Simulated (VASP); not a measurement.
Set up this calculation in VASP 6.6.1, as the native input.

| Item | Value |
| --- | --- |
| Task | density of states |
| Functional | PBE |
| Potentials or basis | VASP PAW PBE potentials, release 64 (Re_sv_GW) |
| Cutoff | 410 eV |
| k mesh | 12 × 12 × 12 |
| Occupations | fermi-dirac, width 0.1 eV |
| Spin | no spin polarisation |
| Dipole correction | no |
| k mesh for the DOS | 18 × 18 × 18 |
| Second run | valence_matched |
| Occupations for the DOS | tetrahedron |
| Further INCAR settings | ALGO = Normal; EDIFF = 1e-06; NBANDS = 22 |

Re:

```xyz
2
Lattice="0.0000 2.5676 2.5676 2.5676 0.0000 2.5676 2.5676 2.5676 0.0000" Properties=species:S:1:pos:R:3 pbc="T T T"
Re   -0.6419   -0.6419   -0.6419
Re    0.6419    0.6419    0.6419
```

This cell differs from its parent crystal: volume scaled by 0.75.

These files were run (other wordings do the same):

POSCAR

```
Re
1.0
    0.0000000000      2.5676256273      2.5676256273
    2.5676256273      0.0000000000      2.5676256273
    2.5676256273      2.5676256273      0.0000000000
Re
2
Direct
   -0.1250000000     -0.1250000000     -0.1250000000
    0.1250000000      0.1250000000      0.1250000000
```

INCAR.step1

```
SYSTEM = Re
  PREC = Accurate
  ENCUT = 410
  EDIFF = 1E-6
  ISMEAR = -1
  SIGMA = 0.1
  LREAL = .False.
  LASPH = .True.
  NELM = 120
  ALGO = Normal
  ISIF = 2
  LWAVE = .False.
  LCHARG = .True.
  LMAXMIX = 4
  GGA = PE
  NBANDS = 22
  GGA_COMPAT = .False.
  NEDOS = 2001
  LORBIT = 11
```

KPOINTS.step1

```
regular mesh
0
Gamma
  12 12 12
  0 0 0
```

INCAR.step2

```
SYSTEM = Re
  PREC = Accurate
  ENCUT = 410
  EDIFF = 1E-6
  ISMEAR = -5
  SIGMA = 0.1
  LREAL = .False.
  LASPH = .True.
  NELM = 120
  ALGO = Normal
  ISIF = 2
  LWAVE = .False.
  LCHARG = .False.
  LMAXMIX = 4
  GGA = PE
  LORBIT = 10
  NBANDS = 22
  NEDOS = 2001
  ICHARG = 11
  GGA_COMPAT = .False.
```

KPOINTS.step2

```
regular mesh
0
Gamma
  18 18 18
  0 0 0
```

Potentials or basis: VASP PAW PBE potentials, release 64 (Re_sv_GW).

Command:

```bash
$ cat potpaw_PBE.64/Re_sv_GW/POTCAR > POTCAR
$ cp INCAR.step1 INCAR
$ cp KPOINTS.step1 KPOINTS
$ mpirun -np 1 vasp_std > vasp.out
$ cp INCAR.step2 INCAR
$ cp KPOINTS.step2 KPOINTS
$ mpirun -np 1 vasp_std > vasp.out
```

Run time: 62 s on 1 thread of AMD EPYC 7R13 Processor (Zen 3), on a shared host, peak memory 0.17 GiB.
